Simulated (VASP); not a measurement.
# PtSe2 (Fm-3m) in VASP: a series of runs

The runs below take PtSe2 through single point, with r2SCAN, PBE.

Everything below comes from runs of VASP 6.6.1. Logs are shortened: lines on timing, memory, paths and dates and some standing lists are left out, and cuts for length are marked.

## Step 1: The cell of the first run

Symmetry: Fm-3m, No. 225, cubic system. Conventional cell: a = 6.385 Å, b = 6.385 Å, c = 6.385 Å, α = 90.00°, β = 90.00°, γ = 90.00°. Pt (site symmetry m-3m) has 8 Se at 2.76 Å within 3.6 Å. Within 3.6 Å of Se (site symmetry -43m) lie 4 Pt at 2.76 Å and 6 Se at 3.19 Å.

## Step 2: Single point, r2SCAN (21.69 Å³/atom)

The input, POSCAR:

```
PtSe2
1.0
    0.0000000000      3.1923014840      3.1923014840
    3.1923014840      0.0000000000      3.1923014840
    3.1923014840      3.1923014840      0.0000000000
Pt Se
1 2
Direct
    0.0000000000      0.0000000000      0.0000000000
    0.2500000000      0.2500000000      0.2500000000
    0.7500000000      0.7500000000      0.7500000000
```

The input, INCAR.step1:

```
SYSTEM = PtSe2
ALGO = Normal
EDIFF = 1E-4
ENCUT = 520
GGA = PE
ISMEAR = -1
LASPH = .True.
LCHARG = .False.
LREAL = .False.
LWAVE = .True.
NBANDS = 18
NELM = 100
PREC = Accurate
SIGMA = 0.02
```

The input, INCAR.step2:

```
SYSTEM = PtSe2
ALGO = Normal
EDIFF = 1E-6
ENCUT = 520
ISIF = 2
ISMEAR = -1
ISTART = 1
LASPH = .True.
LCHARG = .False.
LMIXTAU = .True.
LREAL = .False.
LWAVE = .False.
METAGGA = R2SCAN
NBANDS = 18
NELM = 100
PREC = Accurate
SIGMA = 0.02
```

The input, KPOINTS:

```
k-points
0
Gamma
  6 6 6
  0 0 0
```

Potentials or basis: VASP PAW PBE potentials, release 64 (Pt, Se).

Command:

```sh
cat potpaw_PBE.64/Pt/POTCAR potpaw_PBE.64/Se/POTCAR > POTCAR
cp INCAR.step1 INCAR
mpirun -np 1 vasp_std > vasp.out
cp INCAR.step2 INCAR
mpirun -np 1 vasp_std > vasp.out
```

OUTCAR:

```text
SYSTEM = PtSe2
   EDIFF = 1E-6
   ENCUT = 520
   ISIF = 2
   ISMEAR = -1
   ISTART = 1
   LASPH = .True.
   LREAL = .False.
   METAGGA = R2SCAN
   NELM = 100
   PREC = Accurate

 ion  position               nearest neighbor table
   1  0.000  0.000  0.000-   3 2.76   3 2.76   3 2.76   2 2.76   3 2.76   2 2.76   2 2.76   2 2.76

   2  0.250  0.250  0.250-   1 2.76   1 2.76   1 2.76   1 2.76
   3  0.750  0.750  0.750-   1 2.76   1 2.76   1 2.76   1 2.76

  LATTYP: Found a face centered cubic cell.
 ALAT       =     6.3846029680

  Lattice vectors:

 A1 = (   0.0000000000,   3.1923014840,   3.1923014840)
 A2 = (   3.1923014840,   0.0000000000,   3.1923014840)
 A3 = (   3.1923014840,   3.1923014840,   0.0000000000)

Analysis of symmetry for initial positions (statically):
=====================================================================
 Subroutine PRICEL returns:
 Original cell was already a primitive cell.

 Routine SETGRP: Setting up the symmetry group for a
 face centered cubic supercell.

 Subroutine GETGRP returns: Found 48 space group operations
 (whereof 48 operations were pure point group operations)
 out of a pool of 48 trial point group operations.

The static configuration has the point symmetry O_h .

Analysis of symmetry for dynamics (positions and initial velocities):
=====================================================================
 Subroutine PRICEL returns:
 Original cell was already a primitive cell.

 Routine SETGRP: Setting up the symmetry group for a
 face centered cubic supercell.

 Subroutine GETGRP returns: Found 48 space group operations
 (whereof 48 operations were pure point group operations)
 out of a pool of 48 trial point group operations.

The dynamic configuration has the point symmetry O_h .

 Subroutine INISYM returns: Found 48 space group operations
 (whereof 48 operations are pure point group operations),
 and found     1 'primitive' translations

----------------------------------------------------------------------------------------

                                     Primitive cell

  volume of cell :      65.0641

  direct lattice vectors                    reciprocal lattice vectors
     0.000000000  3.192301484  3.192301484    -0.156626811  0.156626811  0.156626811
     3.192301484  0.000000000  3.192301484     0.156626811 -0.156626811  0.156626811
     3.192301484  3.192301484  0.000000000     0.156626811  0.156626811 -0.156626811

  length of vectors
     4.514596054  4.514596054  4.514596054     0.271285594  0.271285594  0.271285594

  position of ions in fractional coordinates (direct lattice)
     0.000000000  0.000000000  0.000000000
     0.250000000  0.250000000  0.250000000
     0.750000000  0.750000000  0.750000000

  ion indices of the primitive-cell ions
   primitive index   ion index
                 1           1
                 2           2
                 3           3

----------------------------------------------------------------------------------------

 KPOINTS: k-points

Automatic generation of k-mesh.
 Grid dimensions read from file:
 generate k-points for:    6    6    6

 Generating k-lattice:

  Cartesian coordinates                     Fractional coordinates (reciprocal lattice)
    -0.026104468  0.026104468  0.026104468     0.166666667  0.000000000  0.000000000
     0.026104468 -0.026104468  0.026104468     0.000000000  0.166666667  0.000000000
     0.026104468  0.026104468 -0.026104468     0.000000000  0.000000000  0.166666667

  Length of vectors
     0.045214266  0.045214266  0.045214266

  Shift w.r.t. Gamma in fractional coordinates (k-lattice)
     0.000000000  0.000000000  0.000000000

 Subroutine IBZKPT returns following result:
 ===========================================

 Found     16 irreducible k-points:

 Following reciprocal coordinates:
            Coordinates               Weight
  0.000000  0.000000  0.000000      1.000000
  0.166667  0.000000  0.000000      8.000000
  0.333333  0.000000  0.000000      8.000000
  0.500000  0.000000  0.000000      4.000000
  0.166667  0.166667  0.000000      6.000000
  0.333333  0.166667  0.000000     24.000000
[... 8 lines left out ...]
 -0.333333  0.333333  0.166667     24.000000
 -0.333333  0.500000  0.166667     12.000000
   k-points           NKPTS =     16   k-points in BZ     NKDIM =     16   number of bands    NBANDS=     18
   number of dos      NEDOS =    301   number of ions     NIONS =      3
   total plane-waves  NPLWV =  46656
   dimension x,y,z NGX =    36 NGY =   36 NGZ =   36
   dimension x,y,z NGXF=    72 NGYF=   72 NGZF=   72
   ions per type =               1   2
   NGX,Y,Z   is equivalent  to a cutoff of  13.26, 13.26, 13.26 a.u.
   NGXF,Y,Z  is equivalent  to a cutoff of  26.51, 26.51, 26.51 a.u.
 SYSTEM =  PtSe2
   PREC   = accura    normal or accurate (medium, high low for compatibility)
   ISTART =      1    job   : 0-new  1-cont  2-samecut
   ICHARG =      0    charge: 1-file 2-atom 10-const
   ISPIN  =      1    spin polarized calculation?
   LNONCOLLINEAR =      F non collinear calculations
   LSORBIT =      F    spin-orbit coupling
   LASPH  =      T    aspherical Exc in radial PAW
   ENCUT  =  520.0 eV  38.22 Ry    6.18 a.u.   8.39  8.39  8.39*2*pi/ulx,y,z
   NELM   =    100;   NELMIN=  2; NELMDL=  0     # of ELM steps
   EDIFF  = 0.1E-05   stopping-criterion for ELM
   LREAL  =      F    real-space projection
   EDIFFG = 0.1E-04   stopping-criterion for IOM
   NSW    =      0    number of steps for IOM
   IBRION =     -1    ionic relax: 0-MD 1-quasi-New 2-CG
   NFREE  =      0    steps in history (QN), initial steepest desc. (CG)
   ISIF   =      2    stress and relaxation
   ISYM   =      2    0-nonsym 1-usesym 2-fastsym
   POTIM  = 0.5000    time-step for ionic-motion
   TEBEG  =    0.0;   TEEND  =   0.0 temperature during run
   PSTRESS=    0.0 pullay stress
   NELECT =      22.0000    total number of electrons
   NUPDOWN=      -1.0000    fix difference up-down
   EMIN   =  10.00;   EMAX   =-10.00  energy-range for DOS
   EFERMI =   0.00;   METHOD = LEGACY
   ISMEAR =    -1;   SIGMA  =   0.02  broadening in eV -4-tet -1-fermi 0-gaus
   EFERMI_NEDOS =   21; number of points for ismear=-14 and -15
   IALGO  =     38    algorithm
   IMIX   =      4    mixing-type and parameters
     AMIX     =   0.40;   BMIX     =  1.00
     AMIX_MAG =   1.60;   BMIX_MAG =  1.00
  volume/ion in A,a.u.               =      21.69       146.36
  Fermi-wavevector in a.u.,A,eV,Ry     =   1.140517  2.155265 17.698178  1.300779
  Thomas-Fermi vector in A             =   2.277219
   LORBIT       =      0    0 simple, 1 ext, 2 COOP (PROOUT), +10 PAW based schemes
   METAGGA = R2SCAN    functional components
   LHFCALC =     F    Hartree Fock is set to
   AEXX    =    0.0000 exact exchange contribution
   IVDW    =     0    specifies the selected vdW correction
   LEPSILON=     F    determine dielectric tensor
   LRPA    =     F    only Hartree local field effects (RPA)
 non-spin polarized calculation
  energy-cutoff  :      520.00
  volume of cell :       65.06
 maximum number of plane-waves:      1807
 NGX is ok and might be reduce to    36
   NGX = 17   NGY = 17   NGZ = 17

 number of electron      21.9999999 magnetization

 Free energy of the ion-electron system (eV)
  ---------------------------------------------------
  ext. energy  EPLUGINS =         0.00000000
  ---------------------------------------------------
  free energy    TOTEN  =       -79.55688072 eV

  energy without entropy =      -79.55090583  energy(sigma->0) =      -79.55389328

 E-fermi :   5.9569     XC(G=0): -11.0243

 val. band max:        5.9471649394   @ k =   0.1667   0.0000   0.0000
 cond. band min:       5.9781194355   @ k =   0.0000   0.0000   0.0000
 fundamental gap:      0.0309544961
 Fermi energy:         5.9569172571

 k-point     1 :       0.0000    0.0000    0.0000
  band No.  band energies     occupation
      1     -10.3584      2.00000
      2      -6.7137      2.00000
      3      -0.6686      2.00000
      4      -0.6686      2.00000
      5      -0.6686      2.00000
      6       2.1533      2.00000
[... 10 lines left out ...]
     17       9.7032      0.00000
     18      13.5661      0.00000

 k-point     2 :       0.1667    0.0000    0.0000
  band No.  band energies     occupation
      1     -10.1385      2.00000
      2      -7.0658      2.00000
      3      -0.5152      2.00000
      4      -0.5152      2.00000
      5      -0.0550      2.00000
      6       2.0045      2.00000
[... 10 lines left out ...]
     17      10.7860      0.00000
     18      14.7575      0.00000

 k-point     3 :       0.3333    0.0000    0.0000
  band No.  band energies     occupation
      1      -9.5402      2.00000
      2      -7.8242      2.00000
      3      -0.1668      2.00000
      4      -0.1668      2.00000
      5       1.1211      2.00000
      6       1.3204      2.00000
[... 10 lines left out ...]
     17      12.7252      0.00000
     18      16.2653      0.00000

 k-point     4 :       0.5000    0.0000    0.0000
  band No.  band energies     occupation
      1      -8.8515      2.00000
      2      -8.5537      2.00000
      3       0.0260      2.00000
      4       0.0260      2.00000
      5       0.4311      2.00000
      6       2.2760      2.00000
[... 207 lines left out ...]
      4      -0.4849      2.00000
      5       0.2923      2.00000
      6       1.4312      2.00000
[... 10 lines left out ...]
     17      14.2330      0.00000
     18      14.8832      0.00000

 k-point    15 :      -0.3333    0.3333    0.1667
  band No.  band energies     occupation
      1      -8.6079      2.00000
      2      -8.5271      2.00000
      3      -1.2221      2.00000
      4      -0.6016      2.00000
      5       0.6577      2.00000
      6       1.2596      2.00000
[... 10 lines left out ...]
     17      14.6713      0.00000
     18      15.2370      0.00000

 k-point    16 :      -0.3333    0.5000    0.1667
  band No.  band energies     occupation
      1      -8.7173      2.00000
      2      -8.3003      2.00000
      3      -1.7858      2.00000
      4      -0.4570      2.00000
      5       0.7676      2.00000
      6       1.2928      2.00000
[... 10 lines left out ...]
     17      14.8523      0.00000
     18      15.8005      0.00000

------------------------ aborting loop because EDIFF is reached ----------------------------------------

  FORCE on cell =-STRESS in cart. coord.  units (eV):
  Direction    XX          YY          ZZ          XY          YZ          ZX
  --------------------------------------------------------------------------------------
  -------------------------------------------------------------------------------------
  Total       -2.3875927     -2.3875927     -2.3875927     -0.0000000     -0.0000000     -0.0000000
  in kB      -58.7934756    -58.7934756    -58.7934756     -0.0000000     -0.0000000     -0.0000000
  external PRESSURE =     -58.7934756 kB  Pullay stress =       0.0000000 kB

 VOLUME and BASIS-vectors are now :
 -----------------------------------------------------------------------------
  energy-cutoff  :      520.00
  volume of cell :       65.06
      direct lattice vectors                 reciprocal lattice vectors
     0.000000000  3.192301484  3.192301484    -0.156626811  0.156626811  0.156626811
     3.192301484  0.000000000  3.192301484     0.156626811 -0.156626811  0.156626811
     3.192301484  3.192301484  0.000000000     0.156626811  0.156626811 -0.156626811

 POSITION                                       TOTAL-FORCE (eV/Angst)
 -----------------------------------------------------------------------------------
      0.00000      0.00000      0.00000         0.000000     -0.000000     -0.000000
      1.59615      1.59615      1.59615         0.000000      0.000000      0.000000
      4.78845      4.78845      4.78845        -0.000000     -0.000000     -0.000000
 -----------------------------------------------------------------------------------
    total drift:                               -0.000000      0.000000      0.000000

  FREE ENERGIE OF THE ION-ELECTRON SYSTEM (eV)
  ---------------------------------------------------
  free  energy   TOTEN  =       -79.5568807243 eV

  energy  without entropy=      -79.5509058313  energy(sigma->0) =      -79.55389328
```

It took 1.9 min on 1 thread of Intel Xeon 8259CL, shared host; peak memory 0.22 GiB.

What came out:

- Free energy: -79.5569 eV
- Pressure: -5.9 GPa
- Band gap on the k mesh: zero (bands 11 and 12 overlap by 0.35 eV)

Caveat: the cell stands under tension; the PAW data sets were made with another functional, which shifts forces and pressure a little; spin-orbit coupling is left out, which moves the levels of the heavy elements.

## Step 3: Single point, PBE

This run uses another cell than the first one, of 20.46 Å³/atom.

The input, INCAR:

```
PREC = Accurate
ENCUT = 520
EDIFF = 1E-6
ISMEAR = -1
SIGMA = 0.02
LREAL = False
LASPH = True
NELM = 80
ALGO = Normal
ISIF = 2
LWAVE = False
LCHARG = False
GGA = PE
NBANDS = 18
```

The input, KPOINTS:

```
regular mesh
0
Gamma
  8 8 8
```

The input, POSCAR:

```
PtSe2
1.0
    0.0000000000      3.1308957810      3.1308957810
    3.1308957810      0.0000000000      3.1308957810
    3.1308957810      3.1308957810      0.0000000000
Pt Se
1 2
Direct
    0.0000000000      0.0000000000      0.0000000000
    0.2500000000      0.2500000000      0.2500000000
    0.7500000000      0.7500000000      0.7500000000
```

Potentials or basis: VASP PAW PBE potentials, release 64 (Pt, Se).

Command:

```sh
cat potpaw_PBE.64/Pt/POTCAR potpaw_PBE.64/Se/POTCAR > POTCAR
mpirun -np 1 vasp_std > vasp.out
```

Wall time 48 s (1 thread of Intel Xeon 8259CL, shared host); peak memory 0.22 GiB.

It converged, with:

```
Free energy            : -12.8176 eV
Pressure               : 1.4 GPa
Band gap on the k mesh : zero (bands 11 and 12 overlap by 0.46 eV)
```

Levels at points of the mesh, in eV from the Fermi level:
```csv
k point,band 8,band 9,band 10,band 11,band 12,band 13,band 14,band 15
"(0.00, 0.00, 0.00)",-1.40,-1.40,-1.40,0.01,0.01,0.01,1.53,3.15
"(0.50, 0.00, 0.00)",-3.85,-3.85,-3.84,-2.58,0.14,0.14,4.30,6.11
"(0.50, 0.50, 0.00)",-3.92,-3.64,-2.75,0.39,1.23,1.23,1.69,6.22
```

Caveat: spin-orbit coupling is left out, which moves the levels of the heavy elements.

## Step 4: Single point, r2SCAN

This run uses another cell than the first one, of 20.46 Å³/atom.

POSCAR is that of step 3.

The input, INCAR.step1:

```
SYSTEM = PtSe2
PREC = Accurate
ENCUT = 520
ISMEAR = -1
SIGMA = 0.02
LREAL = .False.
LASPH = .True.
NELM = 60
NBANDS = 18
GGA = PE
ALGO = Normal
EDIFF = 1E-4
LWAVE = .True.
LCHARG = .False.
```

The input, INCAR.step2:

```
SYSTEM = PtSe2
PREC = Accurate
ENCUT = 520
EDIFF = 1E-6
ISMEAR = -1
SIGMA = 0.02
LREAL = .False.
LASPH = .True.
NELM = 60
ALGO = Normal
ISIF = 2
LWAVE = .False.
LCHARG = .False.
METAGGA = R2SCAN
LMIXTAU = .True.
NBANDS = 18
ISTART = 1
```

The input, KPOINTS:

```
Automatic mesh
0
Gamma
  8 8 8
  0 0 0
```

Command:

```sh
cat potpaw_PBE.64/Pt/POTCAR potpaw_PBE.64/Se/POTCAR > POTCAR
cp INCAR.step1 INCAR
mpirun -np 1 vasp_std > vasp.out
cp INCAR.step2 INCAR
mpirun -np 1 vasp_std > vasp.out
```

Wall time 3 min (1 thread of Intel Xeon 8259CL, shared host); peak memory 0.23 GiB.

It converged, with:

```
Free energy            : -79.6208 eV
Pressure               : -0.1 GPa
Band gap on the k mesh : zero (bands 11 and 12 overlap by 0.42 eV)
```

Levels at points of the mesh, in eV from the Fermi level:
```tsv
k point	band 9	band 10	band 11	band 12	band 13	band 14
(0.00, 0.00, 0.00)	-1.51	-1.51	0.02	0.02	0.02	1.93
(0.50, 0.00, 0.00)	-4.03	-3.94	-2.62	0.13	0.13	4.60
(0.50, 0.50, 0.00)	-3.83	-2.81	0.35	1.26	1.26	1.84
```

Caveat: the PAW data sets were made with another functional, which shifts forces and pressure a little; spin-orbit coupling is left out, which moves the levels of the heavy elements.

## Step 5: Overview

| level | cell | k mesh | gap on the mesh (eV) | pressure (GPa) |
| --- | --- | --- | --- | --- |
| r2SCAN | a = 4.515 Å, angles 60.0°, 3 atoms | 6 × 6 × 6 | none | -5.9 |
| PBE | a = 4.428 Å, angles 60.0°, 3 atoms | 8 × 8 × 8 | none | 1.4 |
| r2SCAN | a = 4.428 Å, angles 60.0°, 3 atoms | 8 × 8 × 8 | none | -0.1 |

Alike in all rows: task single point; potentials or basis VASP PAW PBE potentials, release 64 (Pt, Se); no spin polarisation; cutoff (eV) 520; smearing fermi-dirac 0.02 eV.

Caveats: spin-orbit coupling is left out, which moves the levels of the heavy elements; the PAW data sets were made with another functional, which shifts forces and pressure a little (at least some runs); the cell stands under tension (at least some runs).

Absolute energies hang on the potentials; compare differences alone.
